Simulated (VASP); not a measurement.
A run of VASP 6.6.1 is set up as follows.

The input POSCAR:

```
BaTe
1.0
    6.0329878242      0.0000000000      0.0000000000
   -3.0164939121      5.2247207165      0.0000000000
    0.0000000000      0.0000000000      7.0715003476
Ba Te
2 2
Direct
    0.3333333333      0.6666666667      0.2500000000
    0.6666666667      0.3333333333      0.7500000000
    0.6666666667      0.3333333333      0.2500000000
    0.3333333333      0.6666666667      0.7500000000
```

File INCAR.step1:

```
SYSTEM = BaTe
  ALGO = Normal
  EDIFF = 1E-4
  ENCUT = 520
  GGA = PE
  ISMEAR = 0
  LASPH = .True.
  LCHARG = .False.
  LREAL = .False.
  LWAVE = .True.
  NBANDS = 24
  NELM = 80
  PREC = Accurate
  SIGMA = 0.01
```

INCAR.step2

```
SYSTEM = BaTe
  ALGO = Normal
  EDIFF = 1E-6
  ENCUT = 520
  ISIF = 2
  ISMEAR = 0
  ISTART = 1
  LASPH = .True.
  LCHARG = .False.
  LMIXTAU = .True.
  LREAL = .False.
  LWAVE = .False.
  METAGGA = R2SCAN
  NBANDS = 24
  NELM = 80
  PREC = Accurate
  SIGMA = 0.01
```

Contents of KPOINTS:

```
k-points
0
Gamma
  6 6 4
  0 0 0
```

Potentials or basis: VASP PAW PBE potentials, release 64 (Ba_sv, Te).

Run with:

```bash
$ cat potpaw_PBE.64/Ba_sv/POTCAR potpaw_PBE.64/Te/POTCAR > POTCAR
$ cp INCAR.step1 INCAR
$ mpirun -np 1 vasp_std > vasp.out
$ cp INCAR.step2 INCAR
$ mpirun -np 1 vasp_std > vasp.out
```

(1) Predict the pressure.

(2) What does it give for the band gap on the k mesh?

Answers

(1) -0.5 GPa.

(2) 2.29 eV, indirect (least direct gap 2.57 eV).

Caveat: the PAW data sets were made with another functional, which shifts forces and pressure a little; spin-orbit coupling is left out, which moves the levels of the heavy elements.
